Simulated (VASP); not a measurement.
# HfN (P6_3/mmc) in VASP: notebook

The runs below take HfN through single point, with r2SCAN.

All numbers are computed with VASP 6.6.1; they aren't measurements. Logs are shortened: lines on timing, memory, paths and dates and some standing lists are left out, and cuts for length are marked.

**1. The cell of the first run**

It takes space group P6_3/mmc (No. 194, hexagonal). The conventional cell has a = 3.134 Å, b = 3.134 Å, c = 5.417 Å, α = 90.00°, β = 90.00°, γ = 120.00°. Within 3.0 Å of Hf (site symmetry -6m2) lie 6 N at 2.26 Å. N (site symmetry -3m) has 6 Hf at 2.26 Å and 2 N at 2.71 Å within 3.0 Å.

**2. Single point, r2SCAN**

Input file POSCAR:

```
HfN
1.0
    3.1339080219      0.0000000000      0.0000000000
   -1.5669540110      2.7140439601      0.0000000000
    0.0000000000      0.0000000000      5.4167677200
Hf N
2 2
Direct
    0.3333333333      0.6666666667      0.2500000000
    0.6666666667      0.3333333333      0.7500000000
    0.0000000000      0.0000000000      0.5000000000
    0.0000000000      0.0000000000      0.0000000000
```

Input file INCAR.step1:

```
ALGO = Normal
EDIFF = 1E-4
ENCUT = 520
GGA = PE
ISMEAR = 0
LASPH = T
LCHARG = F
LREAL = F
LWAVE = T
NBANDS = 23
NELM = 100
PREC = Accurate
SIGMA = 0.05
```

Input file INCAR.step2:

```
ALGO = Normal
EDIFF = 1E-6
ENCUT = 520
ISIF = 2
ISMEAR = 0
ISTART = 1
LASPH = T
LCHARG = F
LMIXTAU = T
LREAL = F
LWAVE = F
METAGGA = R2SCAN
NBANDS = 23
NELM = 100
PREC = Accurate
SIGMA = 0.05
```

Input file KPOINTS:

```
k-points
0
Gamma
  8 8 4
```

Potentials or basis: VASP PAW PBE potentials, release 64 (Hf_pv, N).

On the command line:

```
$ cat potpaw_PBE.64/Hf_pv/POTCAR potpaw_PBE.64/N/POTCAR > POTCAR
$ cp INCAR.step1 INCAR
$ mpirun -np 1 vasp_std > vasp.out
$ cp INCAR.step2 INCAR
$ mpirun -np 1 vasp_std > vasp.out
```

OUTCAR:

```text
EDIFF = 1E-6
   ENCUT = 520
   ISIF = 2
   ISMEAR = 0
   ISTART = 1
   LASPH = T
   LREAL = F
   METAGGA = R2SCAN
   NELM = 100
   PREC = Accurate

 ion  position               nearest neighbor table
   1  0.333  0.667  0.250-   3 2.26   4 2.26   3 2.26   4 2.26   3 2.26   4 2.26   2 3.26   2 3.26
                             2 3.26   2 3.26   2 3.26   2 3.26
   2  0.667  0.333  0.750-   3 2.26   4 2.26   3 2.26   4 2.26   3 2.26   4 2.26   1 3.26   1 3.26
                             1 3.26   1 3.26   1 3.26   1 3.26
   3  0.000  0.000  0.500-   1 2.26   2 2.26   2 2.26   1 2.26   2 2.26   1 2.26
   4  0.000  0.000  0.000-   1 2.26   2 2.26   2 2.26   1 2.26   2 2.26   1 2.26

  LATTYP: Found a hexagonal cell.
 ALAT       =     3.1339080219
 C/A-ratio  =     1.7284386402

  Lattice vectors:

 A1 = (   3.1339080219,   0.0000000000,   0.0000000000)
 A2 = (  -1.5669540110,   2.7140439601,   0.0000000000)
 A3 = (   0.0000000000,   0.0000000000,   5.4167677200)

Analysis of symmetry for initial positions (statically):
=====================================================================
 Subroutine PRICEL returns:
 Original cell was already a primitive cell.

 Routine SETGRP: Setting up the symmetry group for a
 hexagonal supercell.

 Subroutine GETGRP returns: Found 24 space group operations
 (whereof 12 operations were pure point group operations)
 out of a pool of 24 trial point group operations.

The static configuration has the point symmetry D_3d.
 The point group associated with its full space group is D_6h.

Analysis of symmetry for dynamics (positions and initial velocities):
=====================================================================
 Subroutine PRICEL returns:
 Original cell was already a primitive cell.

 Routine SETGRP: Setting up the symmetry group for a
 hexagonal supercell.

 Subroutine GETGRP returns: Found 24 space group operations
 (whereof 12 operations were pure point group operations)
 out of a pool of 24 trial point group operations.

The dynamic configuration has the point symmetry D_3d.
 The point group associated with its full space group is D_6h.

 Subroutine INISYM returns: Found 24 space group operations
 (whereof 12 operations are pure point group operations),
 and found     1 'primitive' translations

----------------------------------------------------------------------------------------

                                     Primitive cell

  volume of cell :      46.0727

  direct lattice vectors                    reciprocal lattice vectors
     3.133908022  0.000000000  0.000000000     0.319090411  0.184226935  0.000000000
    -1.566954011  2.714043960  0.000000000     0.000000000  0.368453870  0.000000000
     0.000000000  0.000000000  5.416767720     0.000000000  0.000000000  0.184611940

  length of vectors
     3.133908022  3.133908022  5.416767720     0.368453870  0.368453870  0.184611940

  position of ions in fractional coordinates (direct lattice)
     0.333333333  0.666666667  0.250000000
     0.666666667  0.333333333  0.750000000
     0.000000000  0.000000000  0.500000000
     0.000000000  0.000000000  0.000000000

  ion indices of the primitive-cell ions
   primitive index   ion index
                 1           1
                 2           2
                 3           3
                 4           4

----------------------------------------------------------------------------------------

 KPOINTS: k-points

Automatic generation of k-mesh.
 Grid dimensions read from file:
 generate k-points for:    8    8    4

 Generating k-lattice:

  Cartesian coordinates                     Fractional coordinates (reciprocal lattice)
     0.039886301  0.023028367  0.000000000     0.125000000  0.000000000  0.000000000
     0.000000000  0.046056734  0.000000000     0.000000000  0.125000000  0.000000000
     0.000000000  0.000000000  0.046152985     0.000000000  0.000000000  0.250000000

  Length of vectors
     0.046056734  0.046056734  0.046152985

  Shift w.r.t. Gamma in fractional coordinates (k-lattice)
     0.000000000  0.000000000  0.000000000

 Subroutine IBZKPT returns following result:
 ===========================================

 Found     30 irreducible k-points:

 Following reciprocal coordinates:
            Coordinates               Weight
  0.000000  0.000000  0.000000      1.000000
  0.125000  0.000000  0.000000      6.000000
  0.250000  0.000000  0.000000      6.000000
  0.375000  0.000000  0.000000      6.000000
  0.500000  0.000000  0.000000      3.000000
  0.125000  0.125000  0.000000      6.000000
[... 16 lines left out ...]
  0.250000  0.000000  0.500000      6.000000
  0.375000  0.000000  0.500000      6.000000
 [... further k-points ...]
   k-points           NKPTS =     30   k-points in BZ     NKDIM =     30   number of bands    NBANDS=     23
   number of dos      NEDOS =    301   number of ions     NIONS =      4
   total plane-waves  NPLWV =  23040
   dimension x,y,z NGX =    24 NGY =   24 NGZ =   40
   dimension x,y,z NGXF=    48 NGYF=   48 NGZF=   80
   ions per type =               2   2
   NGX,Y,Z   is equivalent  to a cutoff of  12.73, 12.73, 12.28 a.u.
   NGXF,Y,Z  is equivalent  to a cutoff of  25.46, 25.46, 24.55 a.u.
 SYSTEM =  unknown system
   PREC   = accura    normal or accurate (medium, high low for compatibility)
   ISTART =      1    job   : 0-new  1-cont  2-samecut
   ICHARG =      0    charge: 1-file 2-atom 10-const
   ISPIN  =      1    spin polarized calculation?
   LNONCOLLINEAR =      F non collinear calculations
   LSORBIT =      F    spin-orbit coupling
   LASPH  =      T    aspherical Exc in radial PAW
   ENCUT  =  520.0 eV  38.22 Ry    6.18 a.u.   5.83  5.83 10.07*2*pi/ulx,y,z
   NELM   =    100;   NELMIN=  2; NELMDL=  0     # of ELM steps
   EDIFF  = 0.1E-05   stopping-criterion for ELM
   LREAL  =      F    real-space projection
   EDIFFG = 0.1E-04   stopping-criterion for IOM
   NSW    =      0    number of steps for IOM
   IBRION =     -1    ionic relax: 0-MD 1-quasi-New 2-CG
   NFREE  =      0    steps in history (QN), initial steepest desc. (CG)
   ISIF   =      2    stress and relaxation
   ISYM   =      2    0-nonsym 1-usesym 2-fastsym
   POTIM  = 0.5000    time-step for ionic-motion
   TEBEG  =    0.0;   TEEND  =   0.0 temperature during run
   PSTRESS=    0.0 pullay stress
   NELECT =      30.0000    total number of electrons
   NUPDOWN=      -1.0000    fix difference up-down
   EMIN   =  10.00;   EMAX   =-10.00  energy-range for DOS
   EFERMI =   0.00;   METHOD = LEGACY
   ISMEAR =     0;   SIGMA  =   0.05  broadening in eV -4-tet -1-fermi 0-gaus
   EFERMI_NEDOS =   21; number of points for ismear=-14 and -15
   IALGO  =     38    algorithm
   IMIX   =      4    mixing-type and parameters
     AMIX     =   0.40;   BMIX     =  1.00
     AMIX_MAG =   1.60;   BMIX_MAG =  1.00
  volume/ion in A,a.u.               =      11.52        77.73
  Fermi-wavevector in a.u.,A,eV,Ry     =   1.418951  2.681429 27.394278  2.013423
  Thomas-Fermi vector in A             =   2.540023
   LORBIT       =      0    0 simple, 1 ext, 2 COOP (PROOUT), +10 PAW based schemes
   METAGGA = R2SCAN    functional components
   LHFCALC =     F    Hartree Fock is set to
   AEXX    =    0.0000 exact exchange contribution
   IVDW    =     0    specifies the selected vdW correction
   LEPSILON=     F    determine dielectric tensor
   LRPA    =     F    only Hartree local field effects (RPA)
 non-spin polarized calculation
 Gauss-broadening in eV      SIGMA  =   0.05
  energy-cutoff  :      520.00
  volume of cell :       46.07
 maximum number of plane-waves:      1275
 NGX is ok and might be reduce to    24
   NGX = 11   NGY = 11   NGZ = 21

 number of electron      30.0000001 magnetization

 Free energy of the ion-electron system (eV)
  ---------------------------------------------------
  ext. energy  EPLUGINS =         0.00000000
  ---------------------------------------------------
  free energy    TOTEN  =      -116.37637024 eV

  energy without entropy =     -116.37292933  energy(sigma->0) =     -116.37464978

 E-fermi :   7.7830     XC(G=0): -13.6116

 val. band max:        7.7656525177   @ k =   0.2500   0.0000   0.5000
 cond. band min:       7.7967468247   @ k =   0.2500   0.2500   0.5000
 fundamental gap:      0.0310943070
 Fermi energy:         7.7829915215

 k-point     1 :       0.0000    0.0000    0.0000
  band No.  band energies     occupation
      1     -25.0543      2.00000
      2     -24.1896      2.00000
      3     -24.0778      2.00000
      4     -24.0778      2.00000
      5     -24.0214      2.00000
      6     -24.0214      2.00000
[... 15 lines left out ...]
     22      13.8706      0.00000
     23      13.8706      0.00000

 k-point     2 :       0.1250    0.0000    0.0000
  band No.  band energies     occupation
      1     -24.9976      2.00000
      2     -24.2120      2.00000
      3     -24.1940      2.00000
      4     -24.1452      2.00000
      5     -24.1183      2.00000
      6     -24.0337      2.00000
[... 15 lines left out ...]
     22      13.3235      0.00000
     23      13.8082      0.00000

 k-point     3 :       0.2500    0.0000    0.0000
  band No.  band energies     occupation
      1     -24.8484      2.00000
      2     -24.5397      2.00000
      3     -24.4146      2.00000
      4     -24.2152      2.00000
      5     -24.2038      2.00000
      6     -24.0747      2.00000
[... 15 lines left out ...]
     22      13.3930      0.00000
     23      13.6163      0.00000
[... 495 lines left out ...]
 k-point    23 :       0.2500    0.0000    0.5000
  band No.  band energies     occupation
      1     -24.6776      2.00000
      2     -24.6776      2.00000
      3     -24.3360      2.00000
      4     -24.3360      2.00000
      5     -24.1397      2.00000
      6     -24.1397      2.00000
[... 15 lines left out ...]
     22      13.3325      0.00000
     23      14.5985      0.00000

 k-point    24 :       0.3750    0.0000    0.5000
  band No.  band energies     occupation
      1     -24.8595      2.00000
      2     -24.8595      2.00000
      3     -24.3632      2.00000
      4     -24.3632      2.00000
      5     -24.2024      2.00000
      6     -24.2024      2.00000
[... 15 lines left out ...]
     22      13.6696      0.00000
     23      15.4434      0.00000

 [... further k-points ...]
[... 5 lines left out ...]
  --------------------------------------------------------------------------------------
  -------------------------------------------------------------------------------------
  Total        0.0876751      0.0876751     -0.0957008     -0.0000000      0.0000000     -0.0000000
  in kB        3.0489009      3.0489009     -3.3279974     -0.0000000      0.0000000     -0.0000000
  external PRESSURE =       0.9232681 kB  Pullay stress =       0.0000000 kB

 VOLUME and BASIS-vectors are now :
 -----------------------------------------------------------------------------
  energy-cutoff  :      520.00
  volume of cell :       46.07
      direct lattice vectors                 reciprocal lattice vectors
     3.133908022  0.000000000  0.000000000     0.319090411  0.184226935  0.000000000
    -1.566954011  2.714043960  0.000000000     0.000000000  0.368453870  0.000000000
     0.000000000  0.000000000  5.416767720     0.000000000  0.000000000  0.184611940

 POSITION                                       TOTAL-FORCE (eV/Angst)
 -----------------------------------------------------------------------------------
     -0.00000      1.80936      1.35419         0.000000     -0.000000      0.000000
      1.56695      0.90468      4.06258        -0.000000      0.000000      0.000000
      0.00000      0.00000      2.70838        -0.000000      0.000000      0.000000
      0.00000      0.00000      0.00000        -0.000000      0.000000      0.000000
 -----------------------------------------------------------------------------------
    total drift:                                0.000000     -0.000000      0.000000

  FREE ENERGIE OF THE ION-ELECTRON SYSTEM (eV)
  ---------------------------------------------------
  free  energy   TOTEN  =      -116.3763702351 eV

  energy  without entropy=     -116.3729293260  energy(sigma->0) =     -116.37464978
```

Run time: 44 s. Hardware: 1 thread of Intel Xeon 6975P-C (Granite Rapids), shared host; peak memory 0.18 GiB.

Results:

- Free energy: -116.3764 eV
- Pressure: 0.1 GPa
- Band gap on the k mesh: zero (band 15 reaches 9.94 eV, above the bottom of band 16 at 7.49 eV)

Stress tensor (GPa, compression positive):
```
 0.30  0.00  0.00
 0.00  0.30  0.00
 0.00  0.00 -0.33
```

Caveat: the PAW data sets were made with another functional, which shifts forces and pressure a little; spin-orbit coupling is left out, which moves the levels of the heavy elements.

**3. Single point, r2SCAN**

POSCAR is that of step 2.

Input file INCAR.step1:

```
SYSTEM = HfN
ALGO = Normal
EDIFF = 1E-4
ENCUT = 520
GGA = PE
ISMEAR = 0
LASPH = .True.
LCHARG = .False.
LREAL = .False.
LWAVE = .True.
NBANDS = 23
NELM = 80
PREC = Accurate
SIGMA = 0.05
```

Input file INCAR.step2:

```
SYSTEM = HfN
ALGO = Normal
EDIFF = 1E-6
ENCUT = 520
ISIF = 2
ISMEAR = 0
ISTART = 1
LASPH = .True.
LCHARG = .False.
LMIXTAU = .True.
LREAL = .False.
LWAVE = .False.
METAGGA = R2SCAN
NBANDS = 23
NELM = 80
PREC = Accurate
SIGMA = 0.05
```

Input file KPOINTS:

```
k-points
0
Gamma
  8 8 4
  0 0 0
```

Potentials or basis: VASP PAW PBE potentials, release 64 (Hf_pv, N).

On the command line:

```
$ cat potpaw_PBE.64/Hf_pv/POTCAR potpaw_PBE.64/N/POTCAR > POTCAR
$ cp INCAR.step1 INCAR
$ mpirun -np 1 vasp_std > vasp.out
$ cp INCAR.step2 INCAR
$ mpirun -np 1 vasp_std > vasp.out
```

OUTCAR:

```text
SYSTEM = HfN
   EDIFF = 1E-6
   ENCUT = 520
   ISIF = 2
   ISMEAR = 0
   ISTART = 1
   LASPH = .True.
   LREAL = .False.
   METAGGA = R2SCAN
   NELM = 80
   PREC = Accurate

 ion  position               nearest neighbor table
   1  0.333  0.667  0.250-   3 2.26   4 2.26   3 2.26   4 2.26   3 2.26   4 2.26   2 3.26   2 3.26
                             2 3.26   2 3.26   2 3.26   2 3.26
   2  0.667  0.333  0.750-   3 2.26   4 2.26   3 2.26   4 2.26   3 2.26   4 2.26   1 3.26   1 3.26
                             1 3.26   1 3.26   1 3.26   1 3.26
   3  0.000  0.000  0.500-   1 2.26   2 2.26   2 2.26   1 2.26   2 2.26   1 2.26
   4  0.000  0.000  0.000-   1 2.26   2 2.26   2 2.26   1 2.26   2 2.26   1 2.26

  LATTYP: Found a hexagonal cell.
 ALAT       =     3.1339080219
 C/A-ratio  =     1.7284386402

  Lattice vectors:

 A1 = (   3.1339080219,   0.0000000000,   0.0000000000)
 A2 = (  -1.5669540110,   2.7140439601,   0.0000000000)
 A3 = (   0.0000000000,   0.0000000000,   5.4167677200)

Analysis of symmetry for initial positions (statically):
=====================================================================
 Subroutine PRICEL returns:
 Original cell was already a primitive cell.
[... 172 lines left out ...]
  ---------------------------------------------------
  free energy    TOTEN  =      -116.37637024 eV

  energy without entropy =     -116.37292933  energy(sigma->0) =     -116.37464978

 E-fermi :   7.7830     XC(G=0): -13.6116

 val. band max:        7.7656525177   @ k =   0.2500   0.0000   0.5000
 cond. band min:       7.7967468247   @ k =   0.2500   0.2500   0.5000
 fundamental gap:      0.0310943070
 Fermi energy:         7.7829915215

 k-point     1 :       0.0000    0.0000    0.0000
  band No.  band energies     occupation
      1     -25.0543      2.00000
      2     -24.1896      2.00000
      3     -24.0778      2.00000
      4     -24.0778      2.00000
      5     -24.0214      2.00000
      6     -24.0214      2.00000
[... 613 lines left out ...]
     22      13.6696      0.00000
     23      15.4434      0.00000

 [... further k-points ...]
[... 5 lines left out ...]
  --------------------------------------------------------------------------------------
  -------------------------------------------------------------------------------------
  Total        0.0876751      0.0876751     -0.0957008     -0.0000000      0.0000000     -0.0000000
  in kB        3.0489009      3.0489009     -3.3279974     -0.0000000      0.0000000     -0.0000000
  external PRESSURE =       0.9232681 kB  Pullay stress =       0.0000000 kB

 VOLUME and BASIS-vectors are now :
 -----------------------------------------------------------------------------
  energy-cutoff  :      520.00
  volume of cell :       46.07
      direct lattice vectors                 reciprocal lattice vectors
     3.133908022  0.000000000  0.000000000     0.319090411  0.184226935  0.000000000
    -1.566954011  2.714043960  0.000000000     0.000000000  0.368453870  0.000000000
     0.000000000  0.000000000  5.416767720     0.000000000  0.000000000  0.184611940

 POSITION                                       TOTAL-FORCE (eV/Angst)
 -----------------------------------------------------------------------------------
     -0.00000      1.80936      1.35419         0.000000     -0.000000      0.000000
      1.56695      0.90468      4.06258        -0.000000      0.000000      0.000000
      0.00000      0.00000      2.70838        -0.000000      0.000000      0.000000
      0.00000      0.00000      0.00000        -0.000000      0.000000      0.000000
 -----------------------------------------------------------------------------------
    total drift:                                0.000000     -0.000000      0.000000

  FREE ENERGIE OF THE ION-ELECTRON SYSTEM (eV)
  ---------------------------------------------------
  free  energy   TOTEN  =      -116.3763702351 eV

  energy  without entropy=     -116.3729293260  energy(sigma->0) =     -116.37464978
```

OSZICAR.step1:

```text
N       E                     dE             d eps       ncg     rms          rms(c)
DAV:   1     0.109713060745E+03    0.10971E+03   -0.16393E+04  1380   0.130E+03
DAV:   2    -0.435250238065E+02   -0.15324E+03   -0.14476E+03  1821   0.312E+02
DAV:   3    -0.494601296277E+02   -0.59351E+01   -0.58610E+01  1786   0.491E+01
DAV:   4    -0.495130663196E+02   -0.52937E-01   -0.52874E-01  1582   0.504E+00
DAV:   5    -0.495136842689E+02   -0.61795E-03   -0.61787E-03  1859   0.437E-01    0.744E+01
DAV:   6    -0.435133275648E+02    0.60004E+01   -0.27009E+01  1640   0.270E+01    0.569E+01
DAV:   7    -0.434020915523E+02    0.11124E+00   -0.19637E+00  1612   0.847E+00    0.246E+01
DAV:   8    -0.433757460886E+02    0.26345E-01   -0.12339E-01  1778   0.244E+00    0.446E+00
DAV:   9    -0.433677058955E+02    0.80402E-02   -0.48485E-02  1569   0.122E+00    0.332E+00
DAV:  10    -0.433668650272E+02    0.84087E-03   -0.10337E-02  1662   0.626E-01    0.103E+00
DAV:  11    -0.433665473440E+02    0.31768E-03   -0.13679E-03  1695   0.238E-01    0.472E-02
DAV:  12    -0.433665471829E+02    0.16113E-06   -0.75069E-05  1012   0.609E-02
   1 F= -.43366547E+02 E0= -.43363921E+02  d E =-.525209E-02
```

It took 44 s on 1 thread of Intel Xeon 6975P-C (Granite Rapids), shared host; peak memory 0.18 GiB.

What came out:

| Property | Result |
| --- | --- |
| Free energy | -116.3764 eV |
| Pressure | 0.1 GPa |
| Band gap on the k mesh | zero (band 15 reaches 9.94 eV, above the bottom of band 16 at 7.49 eV) |

Caveat: the PAW data sets were made with another functional, which shifts forces and pressure a little; spin-orbit coupling is left out, which moves the levels of the heavy elements.
